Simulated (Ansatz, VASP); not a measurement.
BeSi3Hg2 in VASP and in Ansatz

Contents of INCAR:

```
PREC = Accurate
ENCUT = 600
EDIFF = 1E-6
ISMEAR = 0
SIGMA = 0.1
LREAL = F
LASPH = T
NELM = 60
ALGO = Normal
ISIF = 3
LWAVE = F
LCHARG = F
GGA = PE
IBRION = 2
NSW = 90
EDIFFG = -0.04
```

The input KPOINTS:

```
regular mesh
0
Gamma
  6 6 6
```

POSCAR

```
BeSi3Hg2
1.0
    5.7564301925      0.0000000000      0.0000000000
   -2.8782150962      4.9852147817      0.0000000000
    0.0000000000      0.0000000000      3.5051932808
Be Si Hg
1 3 2
Direct
    0.0000000000      0.0000000000      0.0000000000
    0.5000000000      0.0000000000      0.5000000000
    0.5000000000      0.5000000000      0.5000000000
    0.0000000000      0.5000000000      0.5000000000
    0.3333333333      0.6666666667      0.0000000000
    0.6666666667      0.3333333333      0.0000000000
```

Input for Ansatz:

```yaml
crystal:
  lattice:
    - [5.7564301925, 0.0, 0.0]
    - [-2.8782150962, 4.9852147817, 0.0]
    - [0.0, 0.0, 3.5051932808]
  atoms:
    - { symbol: Be, position: [0.0, 0.0, 0.0] }
    - { symbol: Si, position: [0.5, 0.0, 0.5] }
    - { symbol: Si, position: [0.5, 0.5, 0.5] }
    - { symbol: Si, position: [0.0, 0.5, 0.5] }
    - { symbol: Hg, position: [0.3333333333, 0.6666666667, 0.0] }
    - { symbol: Hg, position: [0.6666666667, 0.3333333333, 0.0] }
basis:
  ecutwfc: 420
kpoints:
  mp_grid: { grid: [6, 6, 6] }
hamiltonian:
  xc: pbe
scf:
  occupations: { method: gaussian, width: 0.1 }
  lower_state_search: "off"
output:
  forces: true
  stress: true
  eigenvalues: true
relax:
  adjacent_minimum: "off"
  f_tol: 0.04
  max_steps: 70
  cell: { stress_tol: 0.4 }
```

Alike in both runs: task relaxation of cell and atoms; functional PBE; k mesh 6 × 6 × 6; occupations gaussian, width 0.1 eV; no spin polarisation.

|  | VASP | Ansatz |
| --- | --- | --- |
| version | VASP 6.6.1 | Ansatz 0.2.0 |
| potentials or method | VASP PAW PBE potentials, release 64 (Be, Si, Hg), cutoff 600 eV | scalar-relativistic, plane waves, PAW |
| valence electrons in the cell | 38 | 54 |

VASP gave:

```
gap on the k mesh at the Fermi level, each at its own relaxed structure (eV) : none
relaxed volume (Å³/atom)                                                     : 19.84
relaxed length of the cell vector where the two differ most in proportion (Å)              : 5.871
```

Task: Which values does Ansatz return?

Result: gap on the k mesh at the Fermi level, each at its own relaxed structure (eV): none; relaxed volume (Å³/atom): 20.81; relaxed length of the cell vector where the two differ most in proportion (Å): 6.295.

A gap of «none» marks a metal or a gap that the smearing closes. One of these differences is far larger than is usual between the two programs; its cause wasn't traced. VASP's potentials hold 38 valence electrons a cell and Ansatz's 54, so a difference there can come from the potentials and not from the codes.

Neither program's run includes spin-orbit coupling. Noted on VASP's run: the volume moved by over 15 % at a fixed basis, so the end points are rough.
